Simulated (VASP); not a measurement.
# TaN (P6_3/mmc) in VASP: a series of runs, part 2 of 2

VASP 6.6.1.

### Step 3. Single point, PBEsol

This run uses another cell than the first one, of the same volume but with other edges.

INCAR reads:

```
PREC = Accurate
ENCUT = 520
EDIFF = 1E-6
ISMEAR = 0
SIGMA = 0.1
LREAL = False
LASPH = True
NELM = 60
ALGO = Normal
ISIF = 2
LWAVE = False
LCHARG = True
GGA = PS
LELF = True
LVHAR = True
ISYM = 0
NBANDS = 24
```

KPOINTS reads:

```
regular mesh
0
Gamma
  7 6 26
```

POSCAR reads:

```
TaN
1.0
    5.0047014653      0.0000000000      0.0000000000
    0.0000000000      6.5343660620      0.0000000000
    2.5023507326     -0.6388540352      1.2958080818
Ta N
2 2
Direct
    0.0000000000      0.0000000000      0.0000000000
    0.5000000000      0.5000000000      0.0000000000
    0.4166666667      0.2500000000      0.5000000000
    0.5833333333      0.7500000000      0.5000000000
```

Potentials or basis: VASP PAW PBE potentials, release 64 (Ta_pv, N).

On the command line:

```bash
> cat potpaw_PBE.64/Ta_pv/POTCAR potpaw_PBE.64/N/POTCAR > POTCAR
> mpirun -np 1 vasp_std > vasp.out
```

OUTCAR:

```text
PREC = Accurate
   ENCUT = 520
   EDIFF = 1E-6
   ISMEAR = 0
   LREAL = False
   LASPH = True
   NELM = 60
   ISIF = 2
   GGA = PS
   ISYM = 0

 ion  position               nearest neighbor table
   1  0.000  0.000  0.000-   4 2.22   3 2.22   3 2.22   4 2.22   3 2.22   2 2.93   2 2.93
   2  0.500  0.500  0.000-   4 2.22   3 2.22   3 2.22   4 2.22   4 2.22   1 2.93   1 2.93
   3  0.417  0.250  0.500-   2 2.22   1 2.22   2 2.22   1 2.22   2 2.22
   4  0.583  0.750  0.500-   2 2.22   1 2.22   2 2.22   1 2.22   1 2.22

IMPORTANT INFORMATION: All symmetrisations will be switched off!
NOSYMM: (Re-)initialisation of all symmetry stuff for point group C_1.

----------------------------------------------------------------------------------------

                                     Primitive cell

  volume of cell :      42.3762

  direct lattice vectors                    reciprocal lattice vectors
     5.004701465  0.000000000  0.000000000     0.199812118  0.000000000 -0.385859609
     0.000000000  6.534366062  0.000000000     0.000000000  0.153037034  0.075449697
     2.502350733 -0.638854035  1.295808082     0.000000000  0.000000000  0.771719218

  length of vectors
     5.004701465  6.534366062  2.889465738     0.434525627  0.170625292  0.771719218

  position of ions in fractional coordinates (direct lattice)
     0.000000000  0.000000000  0.000000000
     0.500000000  0.500000000  0.000000000
     0.416666667  0.250000000  0.500000000
     0.583333333  0.750000000  0.500000000

  ion indices of the primitive-cell ions
   primitive index   ion index
                 1           1
                 2           2
                 3           3
                 4           4

----------------------------------------------------------------------------------------

 KPOINTS: regular mesh

[... 101 lines left out ...]
   NUPDOWN=      -1.0000    fix difference up-down
   EMIN   =  10.00;   EMAX   =-10.00  energy-range for DOS
   EFERMI =   0.00;   METHOD = LEGACY
   ISMEAR =     0;   SIGMA  =   0.10  broadening in eV -4-tet -1-fermi 0-gaus
   EFERMI_NEDOS =   21; number of points for ismear=-14 and -15
   IALGO  =     38    algorithm
   IMIX   =      4    mixing-type and parameters
     AMIX     =   0.40;   BMIX     =  1.00
     AMIX_MAG =   1.60;   BMIX_MAG =  1.00
  volume/ion in A,a.u.               =      10.59        71.49
  Fermi-wavevector in a.u.,A,eV,Ry     =   1.490793  2.817191 30.238461  2.222464
  Thomas-Fermi vector in A             =   2.603530
   LORBIT       =      0    0 simple, 1 ext, 2 COOP (PROOUT), +10 PAW based schemes
   GGA     = PS    functional components
   LHFCALC =     F    Hartree Fock is set to
   AEXX    =    0.0000 exact exchange contribution
   IVDW    =     0    specifies the selected vdW correction
   LEPSILON=     F    determine dielectric tensor
   LRPA    =     F    only Hartree local field effects (RPA)
 non-spin polarized calculation
 Gauss-broadening in eV      SIGMA  =   0.10
  energy-cutoff  :      520.00
  volume of cell :       42.38
 maximum number of plane-waves:      1174
 NGX is ok and might be reduce to    40

 number of electron      32.0000003 magnetization

 Free energy of the ion-electron system (eV)
  ---------------------------------------------------
  ext. energy  EPLUGINS =         0.00000000
  ---------------------------------------------------
  free energy    TOTEN  =       -46.77398532 eV

  energy without entropy =      -46.76867130  energy(sigma->0) =      -46.77132831

 E-fermi :   8.2625     XC(G=0): -13.6000

 val. band max:        8.2580014210   @ k =   0.0000   0.3333   0.1154
 cond. band min:       8.2672060422   @ k =   0.2857   0.5000   0.1923
 fundamental gap:      0.0092046212
 Fermi energy:         8.2624558731

 k-point     1 :       0.0000    0.0000    0.0000
  band No.  band energies     occupation
      1     -27.2807      2.00000
      2     -26.4431      2.00000
      3     -26.1644      2.00000
      4     -26.1628      2.00000
      5     -26.0961      2.00000
      6     -26.0944      2.00000
[... 637 lines left out ...]
     23      12.6217      0.00000
     24      14.1177      0.00000

 [... further k-points ...]
[... 5 lines left out ...]
  --------------------------------------------------------------------------------------
  -------------------------------------------------------------------------------------
  Total        0.2917536      0.2032100      0.2483522     -0.0003368      0.0402610     -0.0048031
  in kB       11.0307357      7.6830460      9.3897988     -0.0127350      1.5222023     -0.1815983
  external PRESSURE =       9.3678602 kB  Pullay stress =       0.0000000 kB

 VOLUME and BASIS-vectors are now :
 -----------------------------------------------------------------------------
  energy-cutoff  :      520.00
  volume of cell :       42.38
      direct lattice vectors                 reciprocal lattice vectors
     5.004701465  0.000000000  0.000000000     0.199812118  0.000000000 -0.385859609
     0.000000000  6.534366062  0.000000000     0.000000000  0.153037034  0.075449697
     2.502350733 -0.638854035  1.295808082     0.000000000  0.000000000  0.771719218

 POSITION                                       TOTAL-FORCE (eV/Angst)
 -----------------------------------------------------------------------------------
      0.00000      0.00000      0.00000         0.000000     -0.000003     -0.000001
      2.50235      3.26718      0.00000         0.000000      0.000004      0.000002
      3.33647      1.31416      0.64790        -0.001058      0.001545     -0.001431
      4.17058      4.58135      0.64790         0.001057     -0.001546      0.001430
 -----------------------------------------------------------------------------------
    total drift:                               -0.000002      0.000001      0.000002

  FREE ENERGIE OF THE ION-ELECTRON SYSTEM (eV)
  ---------------------------------------------------
  free  energy   TOTEN  =       -46.7739853210 eV

  energy  without entropy=      -46.7686713045  energy(sigma->0) =      -46.77132831
```

Run time: 21 min. Hardware: 1 thread of Intel Xeon 8259CL, shared host; peak memory 0.59 GiB.

What came out:

| Property | Result |
| --- | --- |
| Free energy | -46.7740 eV |
| Pressure | 0.9 GPa |
| Band gap on the k mesh | zero (bands 16 and 17 overlap by 1.22 eV) |

Forces on the atoms (eV/Å):
```
Ta   0.000  0.000  0.000
Ta   0.000  0.000  0.000
N   -0.001  0.002 -0.001
N    0.001 -0.002  0.001
```

Levels at points of the mesh, in eV from the Fermi level:
| k point | band 14 | band 15 | band 16 | band 17 | band 18 | band 19 |
| --- | --- | --- | --- | --- | --- | --- |
| (0.00, 0.00, 0.00) | -1.97 | -1.97 | -0.24 | -0.24 | 0.58 | 0.58 |
| (0.00, 0.50, 0.00) | -3.93 | -0.68 | -0.68 | 1.04 | 1.04 | 1.04 |
| (0.00, 0.00, 0.50) | -3.85 | -2.80 | -2.21 | 2.94 | 4.21 | 5.06 |
| (0.00, 0.50, 0.50) | -4.42 | -2.27 | -2.27 | 4.06 | 4.06 | 4.98 |

Caveat: the PAW data sets were made with another functional, which shifts forces and pressure a little; spin-orbit coupling is left out, which moves the levels of the heavy elements.
